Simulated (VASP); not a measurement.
Set up this calculation in VASP 6.6.1, as the native input.

- Task: single point
- Functional: PBE
- Potentials or basis: VASP PAW PBE potentials, release 64 (Al, O)
- Cutoff: 520 eV
- k mesh: 6 × 6 × 6
- Occupations: gaussian, width 0.05 eV
- Spin: no spin polarisation
- Dipole correction: no
- Further INCAR settings: ALGO = Normal; EDIFF = 1e-06; NBANDS = 35

The structure of Al2O3 lies in POSCAR:

```
Al2O3
1.0
    2.4043544254      1.3881546747      4.4838449026
   -2.4043544254      1.3881546747      4.4838449026
    0.0000000000     -2.7763093495      4.4838449025
Al O
4 6
Direct
    0.8521479318      0.8521479318      0.8521479318
    0.6478520682      0.6478520682      0.6478520682
    0.1478520682      0.1478520682      0.1478520682
    0.3521479318      0.3521479318      0.3521479318
    0.0561765927      0.4438234073      0.7500000000
    0.7500000000      0.0561765927      0.4438234073
    0.4438234073      0.7500000000      0.0561765927
    0.9438234073      0.5561765927      0.2500000000
    0.2500000000      0.9438234073      0.5561765927
    0.5561765927      0.2500000000      0.9438234073
```

This cell differs from its parent crystal: strain +0.000 along x and y, +0.025 along z.

The input as run:

INCAR

```
SYSTEM = Al2O3
  ALGO = Normal
  EDIFF = 1E-6
  ENCUT = 520
  GGA = PE
  ISIF = 2
  ISMEAR = 0
  LASPH = .TRUE.
  LCHARG = .TRUE.
  LELF = .TRUE.
  LREAL = .FALSE.
  LVHAR = .TRUE.
  LWAVE = .FALSE.
  NBANDS = 35
  NELM = 80
  PREC = Accurate
  SIGMA = 0.05
```

KPOINTS

```
k-points
0
G
  6 6 6
  0 0 0
```

Potentials or basis: VASP PAW PBE potentials, release 64 (Al, O).

The run is started by

```bash
$ cat potpaw_PBE.64/Al/POTCAR potpaw_PBE.64/O/POTCAR > POTCAR
$ mpirun -np 1 vasp_std > vasp.out
```

Results of the run:

| Quantity | Value |
| --- | --- |
| Pressure | -5.3 GPa |
| Largest force | 0.114 eV/Å |
| Band gap on the k mesh | 5.50 eV |

Caveat: the cell differs from its parent crystal (strain +0.000 along x and y, +0.025 along z); the cell stands under tension.

It took 61 s on 1 thread of Intel(R) Xeon(R) 6975P-C (Granite Rapids) (shared host), peak memory 0.26 GiB.
